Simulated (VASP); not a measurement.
Here is a VASP 6.6.1 calculation.

Contents of INCAR:

```
SYSTEM = ZrC
ALGO = Normal ; EDIFF = 1E-6
ENCUT = 520 ; GGA = PE
ISIF = 2 ; ISMEAR = 0
LASPH = .True. ; LCHARG = .True.
LELF = .True. ; LREAL = .False.
LVHAR = .True. ; LWAVE = .False.
NBANDS = 24 ; NELM = 100
PREC = Accurate ; SIGMA = 0.1
```

File KPOINTS:

```
k-points
0
Gamma
  6 6 4
  0 0 0
```

File POSCAR:

```
ZrC
1.0
    3.3610163770      0.0225336783     -0.0297603838
   -1.6609934507      2.8995745932      0.0295385661
   -0.0464204950      0.0264013670      5.3327853363
Zr C
2 2
Direct
    0.3369645723      0.6759919446      0.2460342711
    0.6890409237      0.3277515126      0.7461068543
    0.0336259924      0.0176998178     -0.0007423614
    0.0184618993      0.0045035743      0.4908744823
```

Potentials or basis: VASP PAW PBE potentials, release 64 (Zr_sv, C).

The run is started by

```sh
$ cat potpaw_PBE.64/Zr_sv/POTCAR potpaw_PBE.64/C/POTCAR > POTCAR
$ mpirun -np 1 vasp_std > vasp.out
```

Problem. Estimate the band gap on the k mesh.

Solution. Zero (bands 16 and 17 overlap by 1.18 eV).

Problem. Estimate the largest force.

Solution. 1.044 eV/Å.

Problem. Estimate the pressure.

Solution. 1.0 GPa.

Stress tensor (GPa, compression positive):
```
 0.86 -1.79  2.92
-1.79  1.12 -1.72
 2.92 -1.72  1.16
```

Caveat: forces of over 1 eV/Å act on the atoms, so gaps and moduli don't describe the material at rest.
